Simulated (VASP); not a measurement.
Here is a VASP 6.6.1 calculation.

File INCAR:

```
SYSTEM = Al16P15
ALGO = Normal
EDIFF = 1E-7
EDIFFG = -0.025
ENCUT = 450
GGA = PE
GGA_COMPAT = .FALSE.
IBRION = 2
ISIF = 2
ISMEAR = 0
LASPH = .TRUE.
LCHARG = .FALSE.
LREAL = Auto
LWAVE = .FALSE.
NELECT = 122.0
NELM = 120
NELMIN = 4
NSW = 65
PREC = Accurate
SIGMA = 0.01
```

The input KPOINTS:

```
Automatic mesh
0
Gamma
  2 2 2
  0.5 0.5 0.5
```

The input POSCAR:

```
Al16P15
1.0
   -5.5073398843      5.5073398843     -5.5073398843
    5.5073398843     -5.5073398843     -5.5073398843
   -5.5073398843     -5.5073398843      5.5073398843
Al P
16 15
Direct
    0.5000000000      0.2327801729      0.2500000000
    0.2477873802      0.2486109794      0.4986109794
    0.0008235992      0.2522126198      0.7508235992
    0.7327801729      0.0000000000      0.2500000000
    0.7486109794      0.2486109794     -0.0022126198
    0.5000000000      0.0000000000      0.4827801729
    0.2513890206      0.0000000000      0.7491764008
   -0.0008235992      0.7513890206      0.2500000000
    0.9991764008      1.0000000000      1.0013890206
    0.7486109794      0.7477873802      0.4986109794
    0.5000000000      0.7513890206      0.7491764008
    0.2513890206      0.4991764008      0.2500000000
    0.2672198271      0.7672198271      0.0172198271
    0.0008235992      0.5008235992      0.5022126198
    0.7522126198      0.5008235992      0.7508235992
    0.5000000000      0.4991764008      0.0013890206
    0.2527746180      0.0000000000      0.4972268817
    0.0000000000      0.0000000000      0.7500000000
    0.7472268817      0.7527746180      0.2500000000
    0.7472268817      0.0000000000      0.0027746180
    0.5000000000      0.7527746180      0.4972268817
    0.2527731183      0.7527731183      0.7555477363
    0.0000000000      0.5000000000      0.2500000000
    0.0055477363      0.7527731183      0.0027731183
    0.7472253820      0.4944522637      0.4972253820
    0.5000000000      0.5000000000      0.7500000000
    0.2527746180      0.2472268817      0.2500000000
    0.2527731183      0.5055477363      0.0027731183
   -0.0055477363      0.2472253820      0.4972253820
    0.7472253820      0.2472253820      0.7444522637
    0.5000000000      0.2472268817      0.0027746180
```

Potentials or basis: VASP PAW PBE potentials, release 64 (Al, P).

Run with:

```bash
$ cat potpaw_PBE.64/Al/POTCAR potpaw_PBE.64/P/POTCAR > POTCAR
$ mpirun -np 1 vasp_std > vasp.out
```

Problem. Predict the energy gained by relaxing.

Solution. 3.9 meV/atom.

Forces in eV/Å, atoms in the order of the input:
```
Al   0.000  0.000  0.000
Al  -0.012  0.006 -0.012
Al   0.006  0.012  0.012
Al   0.000  0.000  0.000
Al  -0.012 -0.012  0.006
Al   0.000  0.000  0.000
Al  -0.006 -0.012  0.012
Al  -0.012  0.012 -0.006
Al  -0.006  0.012 -0.012
Al   0.006 -0.012 -0.012
Al  -0.012 -0.006  0.012
Al   0.012 -0.012 -0.006
Al   0.000  0.000  0.000
Al   0.012  0.012  0.006
Al   0.012  0.006  0.012
Al   0.012 -0.006 -0.012
P   -0.008  0.001 -0.001
P    0.000  0.000  0.000
P    0.001 -0.001 -0.008
P   -0.008 -0.001  0.001
P    0.001 -0.008 -0.001
P   -0.001 -0.001  0.008
P    0.000  0.000  0.000
P   -0.001  0.008 -0.001
P    0.008  0.001  0.001
P    0.000  0.000  0.000
P   -0.001  0.001 -0.008
P    0.008 -0.001 -0.001
P    0.001  0.008  0.001
P    0.001  0.001  0.008
P   -0.001 -0.008  0.001
```

Caveat: the cell carries a net charge on a neutralising background, which shifts energy and pressure; the cell differs from its parent crystal (atoms taken out).
